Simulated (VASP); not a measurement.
# As (R-3m) in VASP: notebook, part 2 of 2

VASP 6.6.1.

## Step 4: Single point, PBE

This run uses another cell than the first one, of 21.10 Å³/atom, 1.043 times its volume.

INCAR reads:

```
PREC = Accurate ; ENCUT = 520
EDIFF = 1E-6 ; ISMEAR = -1
SIGMA = 0.05 ; LREAL = False
LASPH = True ; NELM = 80
ALGO = Normal ; ISIF = 2
LWAVE = False ; LCHARG = False
GGA = PE ; NBANDS = 12
```

KPOINTS reads:

```
regular mesh
0
Gamma
  9 9 9
```

POSCAR reads:

```
As
1.0
    1.8681737204      1.0785906003      3.4904769752
   -1.8681737204      1.0785906003      3.4904769752
    0.0000000000     -2.1571812007      3.4904769752
As
2
Direct
    0.2260000000      0.2260000000      0.2260000000
    0.7740000000      0.7740000000      0.7740000000
```

Potentials or basis: VASP PAW PBE potentials, release 64 (As).

On the command line:

```
cat potpaw_PBE.64/As/POTCAR > POTCAR
mpirun -np 1 vasp_std > vasp.out
```

OUTCAR:

```text
PREC = Accurate
   ENCUT = 520
   EDIFF = 1E-6
   ISMEAR = -1
   LREAL = False
   LASPH = True
   NELM = 80
   ISIF = 2
   GGA = PE

 ion  position               nearest neighbor table
   1  0.226  0.226  0.226-   2 2.49   2 2.49   2 2.49
   2  0.774  0.774  0.774-   1 2.49   1 2.49   1 2.49

  LATTYP: Found a trigonal (rhomboedric) cell.
 ALAT       =     4.1032743324
 COS(alpha) =     0.5854247172

  Lattice vectors:

 A1 = (   1.8681737204,   1.0785906003,   3.4904769752)
 A2 = (  -1.8681737204,   1.0785906003,   3.4904769752)
 A3 = (   0.0000000000,  -2.1571812007,   3.4904769752)

Analysis of symmetry for initial positions (statically):
=====================================================================
 Subroutine PRICEL returns:
 Original cell was already a primitive cell.

 Routine SETGRP: Setting up the symmetry group for a
 trigonal (rhombohedral) supercell.

 Subroutine GETGRP returns: Found 12 space group operations
 (whereof 12 operations were pure point group operations)
 out of a pool of 12 trial point group operations.

The static configuration has the point symmetry D_3d.

Analysis of symmetry for dynamics (positions and initial velocities):
[... 165 lines left out ...]
 k-point     1 :       0.0000    0.0000    0.0000
  band No.  band energies     occupation
      1      -9.5662      2.00000
      2       0.0088      2.00000
      3       3.1465      2.00000
      4       3.6031      2.00000
      5       3.6031      2.00000
      6       7.2760      0.00000
      7       8.6219      0.00000
      8       8.6219      0.00000
      9      12.5636      0.00000
     10      12.5636      0.00000
     11      13.1211      0.00000
     12      14.4837      0.00000
[... 331 lines left out ...]
 k-point    24 :       0.4444    0.4444    0.0000
  band No.  band energies     occupation
      1      -6.9127      2.00000
      2      -3.9403      2.00000
      3      -0.2487      2.00000
      4       1.4891      2.00000
      5       1.4998      2.00000
      6       7.0861      0.00000
      7      11.1998      0.00000
      8      12.5831      0.00000
      9      12.7023      0.00000
     10      16.1977      0.00000
     11      17.2837      0.00000
     12      18.6510      0.00000

 [... further k-points ...]
[... 5 lines left out ...]
  --------------------------------------------------------------------------------------
  -------------------------------------------------------------------------------------
  Total        1.6605887      1.6605887      1.2894925      0.0000000     -0.0000000      0.0000000
  in kB       63.0467540     63.0467540     48.9575295      0.0000000     -0.0000000      0.0000000
  external PRESSURE =      58.3503459 kB  Pullay stress =       0.0000000 kB

 VOLUME and BASIS-vectors are now :
 -----------------------------------------------------------------------------
  energy-cutoff  :      520.00
  volume of cell :       42.20
      direct lattice vectors                 reciprocal lattice vectors
     1.868173720  1.078590600  3.490476975     0.267641063  0.154522640  0.095497932
    -1.868173720  1.078590600  3.490476975    -0.267641063  0.154522640  0.095497932
     0.000000000 -2.157181201  3.490476975     0.000000000 -0.309045279  0.095497932

 POSITION                                       TOTAL-FORCE (eV/Angst)
 -----------------------------------------------------------------------------------
      0.00000     -0.00000      2.36654         0.000000     -0.000000      0.637252
      0.00000     -0.00000      8.10489         0.000000      0.000000     -0.637252
 -----------------------------------------------------------------------------------
    total drift:                                0.000000     -0.000000      0.000000

  FREE ENERGIE OF THE ION-ELECTRON SYSTEM (eV)
  ---------------------------------------------------
  free  energy   TOTEN  =        -9.2962536026 eV

  energy  without entropy=       -9.2947352484  energy(sigma->0) =       -9.29549443
```

OSZICAR:

```text
N       E                     dE             d eps       ncg     rms          rms(c)
DAV:   1     0.284527102211E+02    0.28453E+02   -0.43133E+03  2040   0.702E+02
DAV:   2    -0.774460150705E+01   -0.36197E+02   -0.34572E+02  2660   0.110E+02
DAV:   3    -0.930971009713E+01   -0.15651E+01   -0.15594E+01  2572   0.238E+01
DAV:   4    -0.931694123838E+01   -0.72311E-02   -0.72301E-02  2312   0.183E+00
DAV:   5    -0.931695839481E+01   -0.17156E-04   -0.17157E-04  2548   0.958E-02    0.353E+00
DAV:   6    -0.930285552359E+01    0.14103E-01   -0.70950E-03  2336   0.492E-01    0.213E+00
DAV:   7    -0.929609063159E+01    0.67649E-02   -0.15201E-02  2316   0.745E-01    0.836E-02
DAV:   8    -0.929620397305E+01   -0.11334E-03   -0.58514E-04  2456   0.144E-01    0.347E-02
DAV:   9    -0.929625276385E+01   -0.48791E-04   -0.68028E-05  2452   0.511E-02    0.145E-02
DAV:  10    -0.929625360261E+01   -0.83876E-06   -0.45146E-06  2436   0.122E-02
   1 F= -.92962536E+01 E0= -.92954944E+01  d E =-.151835E-02
```

stdout:

```text
POSCAR found type information on POSCAR As
 POSCAR found :  1 types and       2 ions
 scaLAPACK will be used
 LDA part: xc-table for (Slater+PW92), standard interpolation
 POSCAR, INCAR and KPOINTS ok, starting setup
 FFT: planning ... GRIDC
 FFT: planning ... GRID_SOFT
 FFT: planning ... GRID
 WAVECAR not read
 entering main loop
```

Run time: 11 s. Hardware: 1 thread of Intel Xeon 6975P-C (Granite Rapids), shared host; peak memory 0.18 GiB.

Results:

```
Free energy            : -9.2963 eV
Pressure               : 5.8 GPa
Largest force          : 0.637 eV/Å
Band gap on the k mesh : zero (band 5 reaches 5.74 eV, above the bottom of band 6 at 5.63 eV)
```

Forces in eV/Å, atoms in the order of the input:
```
As   0.000  0.000  0.637
As   0.000  0.000 -0.637
```

Stress tensor (GPa, compression positive):
```
6.30 0.00 0.00
0.00 6.30 0.00
0.00 0.00 4.90
```

## Step 5: Single point, LDA

This run uses another cell than the first one, of 22.39 Å³/atom, 1.106 times its volume.

INCAR reads:

```
SYSTEM = As
PREC = Accurate ; ENCUT = 520
EDIFF = 1E-7 ; ISMEAR = -1
SIGMA = 0.05 ; LREAL = .False.
LASPH = .True. ; NELM = 80
ALGO = Normal ; ISIF = 2
LWAVE = .False. ; LCHARG = .False.
NBANDS = 12
```

KPOINTS reads:

```
regular mesh
0
Gamma
  9 9 9
  0 0 0
```

POSCAR reads:

```
As
1.0
    1.9055470646      1.1001681106      3.5603049553
   -1.9055470646      1.1001681106      3.5603049553
    0.0000000000     -2.2003362214      3.5603049553
As
2
Direct
    0.2260000000      0.2260000000      0.2260000000
    0.7740000000      0.7740000000      0.7740000000
```

Potentials or basis: VASP PAW LDA potentials, release 64 (As).

On the command line:

```
cat potpaw_LDA.64/As/POTCAR > POTCAR
mpirun -np 1 vasp_std > vasp.out
```

OUTCAR:

```text
SYSTEM = As
   PREC = Accurate
   ENCUT = 520
   EDIFF = 1E-7
   ISMEAR = -1
   LREAL = .False.
   LASPH = .True.
   NELM = 80
   ISIF = 2

 ion  position               nearest neighbor table
   1  0.226  0.226  0.226-   2 2.54   2 2.54   2 2.54
   2  0.774  0.774  0.774-   1 2.54   1 2.54   1 2.54

  LATTYP: Found a trigonal (rhomboedric) cell.
 ALAT       =     4.1853614971
 COS(alpha) =     0.5854247172

  Lattice vectors:

 A1 = (   1.9055470646,   1.1001681106,   3.5603049553)
 A2 = (  -1.9055470646,   1.1001681106,   3.5603049553)
 A3 = (   0.0000000000,  -2.2003362214,   3.5603049553)

Analysis of symmetry for initial positions (statically):
=====================================================================
 Subroutine PRICEL returns:
 Original cell was already a primitive cell.

 Routine SETGRP: Setting up the symmetry group for a
 trigonal (rhombohedral) supercell.

 Subroutine GETGRP returns: Found 12 space group operations
 (whereof 12 operations were pure point group operations)
 out of a pool of 12 trial point group operations.

The static configuration has the point symmetry D_3d.

Analysis of symmetry for dynamics (positions and initial velocities):
=====================================================================
 Subroutine PRICEL returns:
 Original cell was already a primitive cell.

 Routine SETGRP: Setting up the symmetry group for a
 trigonal (rhombohedral) supercell.

 Subroutine GETGRP returns: Found 12 space group operations
 (whereof 12 operations were pure point group operations)
 out of a pool of 12 trial point group operations.

The dynamic configuration has the point symmetry D_3d.

 Subroutine INISYM returns: Found 12 space group operations
 (whereof 12 operations are pure point group operations),
 and found     1 'primitive' translations

----------------------------------------------------------------------------------------

                                     Primitive cell

  volume of cell :      44.7834
[... 112 lines left out ...]
  Thomas-Fermi vector in A             =   2.125063
   LORBIT       =      0    0 simple, 1 ext, 2 COOP (PROOUT), +10 PAW based schemes
   GGA     = CA    functional components
   LHFCALC =     F    Hartree Fock is set to
   AEXX    =    0.0000 exact exchange contribution
   IVDW    =     0    specifies the selected vdW correction
   LEPSILON=     F    determine dielectric tensor
   LRPA    =     F    only Hartree local field effects (RPA)
 non-spin polarized calculation
  energy-cutoff  :      520.00
  volume of cell :       44.78
 maximum number of plane-waves:      1221
   NGX = 15   NGY = 15   NGZ = 15

 number of electron      10.0000000 magnetization

 number of electron       9.9999999 magnetization

 Free energy of the ion-electron system (eV)
  ---------------------------------------------------
  ext. energy  EPLUGINS =         0.00000000
  ---------------------------------------------------
  free energy    TOTEN  =       -10.74032591 eV

  energy without entropy =      -10.73883317  energy(sigma->0) =      -10.73957954

 E-fermi :   4.9251     XC(G=0):  -9.9931

 val. band max:        4.8659317273   @ k =   0.4444  -0.0000   0.0000
 cond. band min:       4.9533040240   @ k =   0.4444   0.3333   0.3333
 fundamental gap:      0.0873722967
 Fermi energy:         4.9251291834

 k-point     1 :       0.0000    0.0000    0.0000
  band No.  band energies     occupation
      1      -9.7253      2.00000
      2      -1.0510      2.00000
      3       2.6540      2.00000
      4       3.0557      2.00000
      5       3.0557      2.00000
      6       6.5530      0.00000
      7       7.8069      0.00000
      8       7.8069      0.00000
      9      11.9001      0.00000
     10      11.9001      0.00000
     11      12.3291      0.00000
     12      13.6491      0.00000
[... 331 lines left out ...]
 k-point    24 :       0.4444    0.4444    0.0000
  band No.  band energies     occupation
      1      -7.2802      2.00000
      2      -4.5148      2.00000
      3      -0.6269      2.00000
      4       1.0941      2.00000
      5       1.1079      2.00000
      6       6.5506      0.00000
      7      10.1192      0.00000
      8      11.4242      0.00000
      9      11.5749      0.00000
     10      15.4199      0.00000
     11      16.0931      0.00000
     12      17.4078      0.00000

 [... further k-points ...]
[... 5 lines left out ...]
  --------------------------------------------------------------------------------------
  -------------------------------------------------------------------------------------
  Total       -1.0749825     -1.0749825     -0.9770859      0.0000000      0.0000000      0.0000000
  in kB      -38.4587177    -38.4587177    -34.9563545      0.0000000      0.0000000      0.0000000
  external PRESSURE =     -37.2912633 kB  Pullay stress =       0.0000000 kB

 VOLUME and BASIS-vectors are now :
 -----------------------------------------------------------------------------
  energy-cutoff  :      520.00
  volume of cell :       44.78
      direct lattice vectors                 reciprocal lattice vectors
     1.905547065  1.100168111  3.560304955     0.262391840  0.151491999  0.093624939
    -1.905547065  1.100168111  3.560304955    -0.262391840  0.151491999  0.093624939
     0.000000000 -2.200336221  3.560304955     0.000000000 -0.302983999  0.093624939

 POSITION                                       TOTAL-FORCE (eV/Angst)
 -----------------------------------------------------------------------------------
      0.00000     -0.00000      2.41389         0.000000     -0.000000      0.075111
      0.00000     -0.00000      8.26703         0.000000      0.000000     -0.075111
 -----------------------------------------------------------------------------------
    total drift:                                0.000000     -0.000000      0.000000

  FREE ENERGIE OF THE ION-ELECTRON SYSTEM (eV)
  ---------------------------------------------------
  free  energy   TOTEN  =       -10.7403259109 eV

  energy  without entropy=      -10.7388331669  energy(sigma->0) =      -10.73957954
```

stdout:

```text
POSCAR found type information on POSCAR As
 POSCAR found :  1 types and       2 ions
 scaLAPACK will be used
 LDA part: xc-table for (Slater(with rela. corr.)+CA(PZ))
 , standard interpolation
 POSCAR, INCAR and KPOINTS ok, starting setup
 FFT: planning ... GRIDC
 FFT: planning ... GRID_SOFT
 FFT: planning ... GRID
 WAVECAR not read
 entering main loop
```

Run time: 12 s. Hardware: 1 thread of Intel Xeon 6975P-C (Granite Rapids), shared host; peak memory 0.17 GiB.

What came out:

```yaml
Free_energy: -10.7403 eV
Pressure: -3.7 GPa
Largest_force: 0.075 eV/Å
Band_gap_on_the_k_mesh: zero (band 5 reaches 4.95 eV, above the bottom of band 6 at 4.87 eV)
```

Forces on the atoms (eV/Å):
```
As   0.000  0.000  0.075
As   0.000  0.000 -0.075
```

## Step 6: Single point, PBE

This run uses another cell than the first one, of 22.39 Å³/atom, 1.106 times its volume.

INCAR reads:

```
SYSTEM = As
PREC     = Accurate       ! precision mode
ENCUT    = 520            ! plane-wave cutoff, eV
EDIFF    = 1E-7           ! SCF threshold, eV
ISMEAR   = -1             ! smearing method
SIGMA    = 0.05           ! smearing width, eV
LREAL    = .False.        ! projectors in reciprocal space
LASPH    = .True.         ! aspherical terms in the spheres
NELM     = 100            ! most SCF steps
ALGO     = Normal         ! electronic algorithm
ISIF     = 2              ! what is computed and relaxed
LWAVE    = .False.        ! write WAVECAR
LCHARG   = .False.        ! write CHGCAR
GGA      = PE             ! functional
NBANDS   = 12             ! bands
```

KPOINTS reads:

```
Automatic mesh
0
Gamma
  9 9 9
  0 0 0
```

POSCAR is that of step 5.

Potentials or basis: VASP PAW PBE potentials, release 64 (As).

On the command line:

```
cat potpaw_PBE.64/As/POTCAR > POTCAR
mpirun -np 1 vasp_std > vasp.out
```

Run time: 12 s. Hardware: 1 thread of Intel Xeon 6975P-C (Granite Rapids), shared host; peak memory 0.18 GiB.

The run converged. Its results:

```yaml
Free_energy: -9.3488 eV
Pressure: 0.9 GPa
Largest_force: 0.220 eV/Å
Band_gap_on_the_k_mesh: zero (band 5 reaches 5.04 eV, above the bottom of band 6 at 4.94 eV)
```

Forces in eV/Å, atoms in the order of the input:
```
As   0.000  0.000  0.220
As   0.000  0.000 -0.220
```

Stress tensor (GPa, compression positive):
```
0.83 0.00 0.00
0.00 0.83 0.00
0.00 0.00 1.15
```

Levels at points of the mesh, in eV from the Fermi level:
| k point | band 3 | band 4 | band 5 | band 6 | band 7 | band 8 |
| --- | --- | --- | --- | --- | --- | --- |
| (0.00, 0.00, 0.00) | -2.32 | -1.93 | -1.93 | 1.61 | 2.86 | 2.86 |

## Step 7: Overview

```csv
level,potentials or basis,cell,gap on the mesh (eV),pressure (GPa),largest force (eV/Å)
PBE,"VASP PAW PBE potentials, release 64 (As)","a = 4.047 Å, angles 54.2°, 2 atoms",none,10.0,0.96
LDA,"VASP PAW LDA potentials, release 64 (As)","a = 4.103 Å, angles 54.2°, 2 atoms",none,0.7,0.48
PBE,"VASP PAW PBE potentials, release 64 (As)","a = 4.103 Å, angles 54.2°, 2 atoms",none,5.8,0.64
LDA,"VASP PAW LDA potentials, release 64 (As)","a = 4.185 Å, angles 54.2°, 2 atoms",none,-3.7,0.08
PBE,"VASP PAW PBE potentials, release 64 (As)","a = 4.185 Å, angles 54.2°, 2 atoms",none,0.9,0.22
```

Alike in all rows: task single point; no spin polarisation; k mesh 9 × 9 × 9; cutoff (eV) 520; smearing fermi-dirac 0.05 eV.

Absolute energies hang on the potentials; compare differences alone.
